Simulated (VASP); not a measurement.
Here is a VASP 6.6.1 calculation.

File INCAR:

```
SYSTEM = Li2Se
PREC = Accurate ; ENCUT = 750
EDIFF = 1E-8 ; ISMEAR = 0
SIGMA = 0.01 ; LREAL = .FALSE.
LASPH = .TRUE. ; NELM = 120
ALGO = Normal ; ISIF = 3
LWAVE = .FALSE. ; LCHARG = .TRUE.
GGA = PS ; NBANDS = 13
IBRION = 6 ; NFREE = 2
POTIM = 0.015 ; NSW = 1
GGA_COMPAT = .FALSE.
```

Contents of KPOINTS:

```
Automatic mesh
0
G
  6 6 6
  0 0 0
```

POSCAR

```
Li2Se
1.0
    0.0000000000      2.9723761877      2.9723761877
    2.9723761877      0.0000000000      2.9723761877
    2.9723761877      2.9723761877      0.0000000000
Li Se
2 1
Direct
    0.2500000000      0.2500000000      0.2500000000
    0.7500000000      0.7500000000      0.7500000000
    0.0000000000      0.0000000000      0.0000000000
```

Potentials or basis: VASP PAW PBE potentials, release 64 (Li_sv, Se).

Command:

```bash
$ cat potpaw_PBE.64/Li_sv/POTCAR potpaw_PBE.64/Se/POTCAR > POTCAR
$ mpirun -np 1 vasp_std > vasp.out
```

Estimate the elastic constants C11, C12, C44.

69, 19, 29 GPa.

Predict the Voigt bulk modulus.

36 GPa.

Predict the highest phonon frequency at Γ, LO-TO splitting left out.

351 cm⁻¹.

Phonon frequencies in cm⁻¹ (negative: imaginary):
```tsv
q point	frequencies
(0.000, 0.000, 0.000)	0 0 0 287 287 287 351 351 351
```

Caveat: the PAW data sets were made with another functional, which shifts forces and pressure a little.
